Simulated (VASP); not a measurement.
Wanted: the native input for a VASP 6.6.1 run.

```
Task                   : relaxation of cell and atoms
Functional             : PBE
Potentials or basis    : VASP PAW PBE potentials, release 64 (Cd, In_d, O)
Cutoff                 : 600 eV
k mesh                 : 4 × 4 × 4
Occupations            : gaussian, width 0.1 eV
Spin                   : no spin polarisation
Dipole correction      : no
Further INCAR settings : ALGO = Normal; EDIFF = 1e-06; IBRION = 2; EDIFFG = -0.04; NSW = 90; ISIF = 3
```

The structure of Cd4InO lies in POSCAR:

```
Cd4InO
1.0
    0.0000000000      4.1348660400      4.1348660400
    4.1348660400      0.0000000000      4.1348660400
    4.1348660400      4.1348660400      0.0000000000
Cd In O
4 1 1
Direct
    0.2101351000      0.5966216300      0.5966216300
    0.5966216300      0.5966216300      0.5966216300
    0.5966216300      0.2101351000      0.5966216300
    0.5966216300      0.5966216300      0.2101351000
    0.0000000000      0.0000000000      0.0000000000
    0.5000000000      0.5000000000      0.5000000000
```

The cell was generated, and may not be a known phase.

These files were run (other wordings do the same):

INCAR

```
SYSTEM = Cd4InO
PREC = Accurate ; ENCUT = 600
EDIFF = 1E-6 ; ISMEAR = 0
SIGMA = 0.1 ; LREAL = .False.
LASPH = .True. ; NELM = 60
ALGO = Normal ; ISIF = 3
LWAVE = .False. ; LCHARG = .False.
GGA = PE ; IBRION = 2
NSW = 90 ; EDIFFG = -0.04
```

KPOINTS

```
Automatic mesh
0
Gamma
  4 4 4
  0 0 0
```

Potentials or basis: VASP PAW PBE potentials, release 64 (Cd, In_d, O).

The run is started by

```sh
$ cat potpaw_PBE.64/Cd/POTCAR potpaw_PBE.64/In_d/POTCAR potpaw_PBE.64/O/POTCAR > POTCAR
$ mpirun -np 1 vasp_std > vasp.out
```

It gave:

```
Relaxed volume                        : 45.86 Å³/atom
Relaxed cell                          : a = 7.301 Å, b = 7.301 Å, c = 7.301 Å, α = 60.00°, β = 60.00°, γ = 60.00°
Space group after relaxing (to 0.1 Å) : F-43m (No. 216)
Pressure after relaxing               : -0.1 GPa
Largest force after relaxing          : 0.008 eV/Å
Band gap on the k mesh                : zero (an odd number of electrons rules out a gap without spin polarisation)
```

Caveat: the volume moved by over 15 % at a fixed basis, so the end points are rough; spin-orbit coupling is left out, which moves the levels of the heavy elements; an odd number of electrons without spin polarisation forces a metal; a magnetic or distorted state may lie lower.

It took 50 min on 1 thread of Intel Xeon 8259CL, with other jobs on the host, peak memory 0.38 GiB.
